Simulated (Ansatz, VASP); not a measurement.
# RbBr in VASP and in Ansatz

INCAR

```
SYSTEM = RbBr
PREC = Accurate
ENCUT = 520
EDIFF = 1E-8
ISMEAR = -1
SIGMA = 0.03
LREAL = .False.
LASPH = .True.
NELM = 60
ALGO = Normal
ISIF = 2
LWAVE = .False.
LCHARG = .False.
GGA = PS
LEFG = .True.
NBANDS = 15
```

The input KPOINTS:

```
regular mesh
0
Gamma
  7 7 7
  0 0 0
```

POSCAR

```
RbBr
1.0
    0.0000000000      3.4044959512      3.4044959512
    3.4044959512      0.0000000000      3.4044959512
    3.4044959512      3.4044959512      0.0000000000
Rb Br
1 1
Direct
    0.0000000000      0.0000000000      0.0000000000
    0.5000000000      0.5000000000      0.5000000000
```

Input for Ansatz:

```yaml
crystal:
  lattice:
    - [0.0, 3.4044959512, 3.4044959512]
    - [3.4044959512, 0.0, 3.4044959512]
    - [3.4044959512, 3.4044959512, 0.0]
  atoms:
    - { symbol: Rb, position: [0.0, 0.0, 0.0] }
    - { symbol: Br, position: [0.5, 0.5, 0.5] }
kpoints:
  mp_grid: { grid: [7, 7, 7] }
scf:
  occupations: { method: fermi_dirac, width: 0.03 }
hamiltonian:
  xc: pbesol
  pseudopotentials: { kind: all_electron, datasets: crystal }
output:
  forces: true
  stress: true
  eigenvalues: true
  efg: { contact_densities: true }
```

Change from the starting cell: volume scaled by 0.98, crystal datasets.

Alike in both runs: task electric field gradients; functional PBEsol; k mesh 7 × 7 × 7; occupations fermi-dirac, width 0.03 eV; no spin polarisation.

|  | VASP | Ansatz |
| --- | --- | --- |
| version | VASP 6.6.1 | Ansatz 0.2.0 |
| potentials or method | VASP PAW PBE potentials, release 64 (Rb_sv, Br), cutoff 520 eV | all-electron PAW with datasets made for the crystal, scalar-relativistic |

|  | VASP | Ansatz | Ansatz less VASP |
| --- | --- | --- | --- |
| gap on the k mesh at the Fermi level (eV) | 4.26 | 4.26 | +0.003 |
| pressure (GPa) | 0.3 | 0.2 | -0.04 |

VASP's potentials were made for PBE, not for PBEsol. Ansatz ran all-electron here, and VASP with PAW potentials.
